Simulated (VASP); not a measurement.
Wanted: the native input for a VASP 6.6.1 run.

```
Task                   : single point
Functional             : PBEsol
Potentials or basis    : VASP PAW PBE potentials, release 64 (Rh_pv)
Cutoff                 : 520 eV
k mesh                 : 18 × 18 × 18
Occupations            : gaussian, width 0.1 eV
Spin                   : no spin polarisation
Dipole correction      : no
Further INCAR settings : ALGO = Normal; EDIFF = 1e-06; NBANDS = 14
```

The structure of Rh lies in POSCAR:

```
Rh
1.0
    0.0000000000      1.8900012867      1.8900012867
    1.8900012867      0.0000000000      1.8900012867
    1.8900012867      1.8900012867      0.0000000000
Rh
1
Direct
    0.0000000000      0.0000000000      0.0000000000
```

One way to write it, as run:

INCAR

```
ALGO     = Normal         # electronic algorithm
EDIFF    = 1E-6           # SCF threshold, eV
ENCUT    = 520            # plane-wave cutoff, eV
GGA      = PS             # functional
ISIF     = 2              # what is computed and relaxed
ISMEAR   = 0              # smearing method
LASPH    = True           # aspherical terms in the spheres
LCHARG   = False          # write CHGCAR
LREAL    = False          # projectors in reciprocal space
LWAVE    = False          # write WAVECAR
NBANDS   = 14             # bands
NELM     = 60             # most SCF steps
PREC     = Accurate       # precision mode
SIGMA    = 0.1            # smearing width, eV
```

KPOINTS

```
k-points
0
Gamma
  18 18 18
```

Potentials or basis: VASP PAW PBE potentials, release 64 (Rh_pv).

Launch:

```console
$ cat potpaw_PBE.64/Rh_pv/POTCAR > POTCAR
$ mpirun -np 1 vasp_std > vasp.out
```

Results of the run:

| Quantity | Value |
| --- | --- |
| Pressure | -0.1 GPa |

Caveat: the PAW data sets were made with another functional, which shifts forces and pressure a little.

Run time: 11 s on 1 thread of Intel(R) Xeon(R) 6975P-C (Granite Rapids), with other jobs on the host, peak memory 0.15 GiB.
